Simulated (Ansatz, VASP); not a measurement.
# One calculation of IrSe, two programs

The input POSCAR:

```
IrSe
1.0
    0.0000000000      2.6098265496      2.6098265496
    2.6098265496      0.0000000000      2.6098265496
    2.6098265496      2.6098265496      0.0000000000
Ir Se
1 1
Direct
    0.5000000000      0.5000000000      0.5000000000
    0.0000000000      0.0000000000      0.0000000000
```

INCAR.step1

```
SYSTEM = IrSe
ALGO = Normal ; EDIFF = 1E-4
ENCUT = 520 ; GGA = PE
ISMEAR = 0 ; LASPH = .True.
LCHARG = .False. ; LREAL = .False.
LWAVE = .True. ; NBANDS = 14
NELM = 60 ; PREC = Accurate
SIGMA = 0.05
```

File INCAR.step2:

```
SYSTEM = IrSe
ALGO = Normal ; EDIFF = 1E-7
ENCUT = 520 ; ISIF = 2
ISMEAR = 0 ; ISTART = 1
LASPH = .True. ; LCHARG = .True.
LELF = .True. ; LMIXTAU = .True.
LREAL = .False. ; LVHAR = .True.
LWAVE = .False. ; METAGGA = R2SCAN
NBANDS = 14 ; NELM = 60
PREC = Accurate ; SIGMA = 0.05
```

KPOINTS

```
k-points
0
Gamma
  12 12 12
  0 0 0
```

Input for Ansatz:

```yaml
crystal:
  lattice:
    - [0.0, 2.6098265496, 2.6098265496]
    - [2.6098265496, 0.0, 2.6098265496]
    - [2.6098265496, 2.6098265496, 0.0]
  atoms:
    - { symbol: Ir, position: [0.5, 0.5, 0.5] }
    - { symbol: Se, position: [0.0, 0.0, 0.0] }
basis:
  ecutwfc: 500
  ecutrho_ratio: 4
kpoints:
  mp_grid: { grid: [12, 12, 12] }
hamiltonian:
  xc: r2scan
scf:
  occupations: { method: gaussian, width: 0.05 }
output:
  forces: true
  stress: true
  eigenvalues: true
  write_density: true
  write_potential: true
  elf: true
  volumetric_format: npy
```

Alike in both runs: task single point; functional r2SCAN; k mesh 12 × 12 × 12; occupations gaussian, width 0.05 eV; no spin polarisation.

|  | VASP | Ansatz |
| --- | --- | --- |
| version | VASP 6.6.1 | Ansatz 0.2.0 |
| potentials or method | VASP PAW PBE potentials, release 64 (Ir, Se), cutoff 520 eV | scalar-relativistic, plane waves, PAW |
| valence electrons in the cell | 15 | 33 |

VASP gave:

| Property | Result |
| --- | --- |
| gap on the k mesh at the Fermi level (eV) | none |
| pressure (GPa) | -5.5 |

Question: Estimate Ansatz's values.

Answer: gap on the k mesh at the Fermi level (eV): none; pressure (GPa): -6.1.

VASP's potentials were made for PBE, not for r2SCAN. A gap of «none» marks a metal or a gap that the smearing closes. VASP's potentials hold 15 valence electrons a cell and Ansatz's 33, so a difference there can come from the potentials and not from the codes.

Neither program's run includes spin-orbit coupling.
